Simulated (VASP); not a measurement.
Write the native input for VASP 6.6.1 that does the following.

```
Task                   : single point
Functional             : PBE
Potentials or basis    : VASP PAW PBE potentials, release 64 (Se)
Cutoff                 : 500 eV
k mesh                 : 5 × 5 × 4
Occupations            : gaussian, width 0.01 eV
Spin                   : no spin polarisation
Dipole correction      : no
Further INCAR settings : ALGO = Normal; EDIFF = 1e-06; NBANDS = 16
```

The structure of Se lies in POSCAR:

```
Se
1.0
    4.1734896038      0.0000000000      0.0000000000
   -2.0867448019      3.6143481556      0.0000000000
    0.0000000000      0.0000000000      4.7429786023
Se
3
Direct
    0.2170000000      0.0000000000      0.1666666667
    0.0000000000      0.2170000000      0.8333333333
    0.7830000000      0.7830000000      0.5000000000
```

One way to write it, as run:

INCAR

```
SYSTEM = Se
PREC = Accurate ; ENCUT = 500
EDIFF = 1E-6 ; ISMEAR = 0
SIGMA = 0.01 ; LREAL = .FALSE.
LASPH = .TRUE. ; NELM = 120
ALGO = Normal ; ISIF = 2
LWAVE = .FALSE. ; LCHARG = .FALSE.
GGA = PE ; NBANDS = 16
GGA_COMPAT = .FALSE.
```

KPOINTS

```
Automatic mesh
0
G
  5 5 4
  0 0 0
```

Potentials or basis: VASP PAW PBE potentials, release 64 (Se).

The run is started by

```console
$ cat potpaw_PBE.64/Se/POTCAR > POTCAR
$ mpirun -np 1 vasp_std > vasp.out
```

It gave:

```yaml
Pressure: 17.5 GPa
Largest_force: 3.072 eV/Å
Band_gap_on_the_k_mesh: 1.19 eV (least direct gap 1.40 eV)
```

Caveat: the stress differs along the axes, from 14 to 24 GPa; forces of over 1 eV/Å act on the atoms, so gaps and moduli don't describe the material at rest.

Wall time 31 s on 1 thread of AMD EPYC 7R13, on a shared host, peak memory 0.18 GiB.
